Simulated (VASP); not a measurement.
A run of VASP 6.6.1 is set up as follows.

INCAR

```
SYSTEM = Sc
ALGO     = Normal         ! electronic algorithm
EDIFF    = 1E-6           ! SCF threshold, eV
ENCUT    = 520            ! plane-wave cutoff, eV
GGA      = PS             ! functional
ISIF     = 2              ! what is computed and relaxed
ISMEAR   = -1             ! smearing method
LASPH    = .True.         ! aspherical terms in the spheres
LCHARG   = .False.        ! write CHGCAR
LREAL    = .False.        ! projectors in reciprocal space
LWAVE    = .False.        ! write WAVECAR
NBANDS   = 12             ! bands
NELM     = 100            ! most SCF steps
PREC     = Accurate       ! precision mode
SIGMA    = 0.1            ! smearing width, eV
```

File KPOINTS:

```
k-points
0
Gamma
  14 14 14
  0 0 0
```

Contents of POSCAR:

```
Sc
1.0
   -1.8628163052      1.8628163052      1.8628163052
    1.8628163052     -1.8628163052      1.8628163052
    1.8628163052      1.8628163052     -1.8628163052
Sc
1
Direct
    0.0000000000      0.0000000000      0.0000000000
```

Potentials or basis: VASP PAW PBE potentials, release 64 (Sc_sv).

The run is started by

```sh
$ cat potpaw_PBE.64/Sc_sv/POTCAR > POTCAR
$ mpirun -np 1 vasp_std > vasp.out
```

(1) Predict the pressure.

Results:

(1) -3.7 GPa.

Caveat: the PAW data sets were made with another functional, which shifts forces and pressure a little.
